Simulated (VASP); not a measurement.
CdH2O2: single point with PBEsol

CdH2O2:

```
Cd H O
1.0
     3.51553    0.00000    0.00000
    -1.75776    3.04453    0.00000
     0.00000    0.00000    4.64298
Cd H O
1 2 2
Direct
  0.00000 0.00000 0.00000
  0.66667 0.33333 0.55096
  0.33333 0.66667 0.44904
  0.66667 0.33333 0.75937
  0.33333 0.66667 0.24063
```

```
Program             : VASP 6.6.1
Task                : single point
Functional          : PBEsol
Potentials or basis : VASP PAW PBE potentials, release 64 (Cd, H, O)
Cutoff              : 520 eV
k mesh              : 6 × 6 × 4
Occupations         : gaussian, width 0.01 eV
Spin                : no spin polarisation
```

The pressure is 0.3 GPa and the largest force is 0.712 eV/Å. The band gap on the k mesh is 1.60 eV, indirect (least direct gap 1.95 eV).

Forces on the atoms (eV/Å):
```
Cd   0.000  0.000  0.000
H    0.000  0.000 -0.622
H    0.000  0.000  0.622
O    0.000  0.000  0.712
O    0.000  0.000 -0.712
```

Stress tensor (GPa, compression positive):
```
-0.89  0.00  0.00
 0.00 -0.89  0.00
 0.00  0.00  2.54
```

Levels at points of the mesh, in eV from the valence-band top:
```csv
k point,band 10,band 11,band 12,band 13,band 14,band 15,band 16,band 17
"(0.00, 0.00, 0.00)",-1.05,-1.05,-0.35,-0.35,1.60,6.11,9.98,12.80
"(0.50, 0.00, 0.00)",-2.94,-2.48,-2.22,0.00,6.38,6.46,8.78,10.39
"(0.00, 0.00, 0.50)",-1.30,-1.30,-0.07,-0.07,4.26,4.28,11.00,11.25
"(0.50, 0.00, 0.50)",-2.40,-2.05,-1.76,-0.49,5.95,6.93,9.02,9.31
```

Wall time 15 s on 1 thread of Intel(R) Xeon(R) Platinum 8488C (Sapphire Rapids) (shared host), peak memory 0.18 GiB.

Caveat: the PAW data sets were made with another functional, which shifts forces and pressure a little. A k mesh can miss the band edges.
